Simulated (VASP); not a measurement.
Set up this calculation in VASP 6.6.1, as the native input.

| Quantity | Value |
| --- | --- |
| Task | single point |
| Functional | r2SCAN |
| Potentials or basis | VASP PAW PBE potentials, release 64 (Ru_pv) |
| Cutoff | 520 eV |
| k mesh | 7 × 7 × 7 |
| Occupations | fermi-dirac, width 0.1 eV |
| Spin | no spin polarisation |
| Dipole correction | no |
| Further INCAR settings | ALGO = Normal; EDIFF = 1e-07; NBANDS = 13 |

Ru:

```
CELL_PARAMETERS angstrom
0.00000 1.89321 1.89321
1.89321 0.00000 1.89321
1.89321 1.89321 0.00000
ATOMIC_POSITIONS crystal
Ru 0.00000 0.00000 0.00000
```

This isn't the form of Ru at room conditions, which is hcp.

These files were run (other wordings do the same):

POSCAR

```
Ru
1.0
    0.0000000000      1.8932138194      1.8932138194
    1.8932138194      0.0000000000      1.8932138194
    1.8932138194      1.8932138194      0.0000000000
Ru
1
Direct
    0.0000000000      0.0000000000      0.0000000000
```

INCAR.step1

```
SYSTEM = Ru
ALGO = Normal
EDIFF = 1E-4
ENCUT = 520
GGA = PE
ISMEAR = -1
LASPH = .True.
LCHARG = .False.
LREAL = .False.
LWAVE = .True.
NBANDS = 13
NELM = 80
PREC = Accurate
SIGMA = 0.1
```

INCAR.step2

```
SYSTEM = Ru
ALGO = Normal
EDIFF = 1E-7
ENCUT = 520
ISIF = 2
ISMEAR = -1
ISTART = 1
LASPH = .True.
LCHARG = .True.
LELF = .True.
LMIXTAU = .True.
LREAL = .False.
LVHAR = .True.
LWAVE = .False.
METAGGA = R2SCAN
NBANDS = 13
NELM = 80
PREC = Accurate
SIGMA = 0.1
```

KPOINTS

```
k-points
0
Gamma
  7 7 7
  0 0 0
```

Potentials or basis: VASP PAW PBE potentials, release 64 (Ru_pv).

Run with:

```bash
$ cat potpaw_PBE.64/Ru_pv/POTCAR > POTCAR
$ cp INCAR.step1 INCAR
$ mpirun -np 1 vasp_std > vasp.out
$ cp INCAR.step2 INCAR
$ mpirun -np 1 vasp_std > vasp.out
```

It gave:

| Item | Value |
| --- | --- |
| Pressure | 2.5 GPa |
| Band gap on the k mesh | zero (bands 7 and 8 overlap by 3.01 eV) |

Caveat: the k points lie up to 0.41 Å⁻¹ apart, too coarse for converged energies and pressures of a metal; an empty level that is flat over the whole mesh can mark a ghost state of the potentials, or a narrow d or f band; the PAW data sets were made with another functional, which shifts forces and pressure a little.

Wall time 34 s on 1 thread of Intel(R) Xeon(R) Platinum 8259CL CPU @ 2.50GHz (Skylake/Cascade Lake) (shared host), peak memory 0.13 GiB.
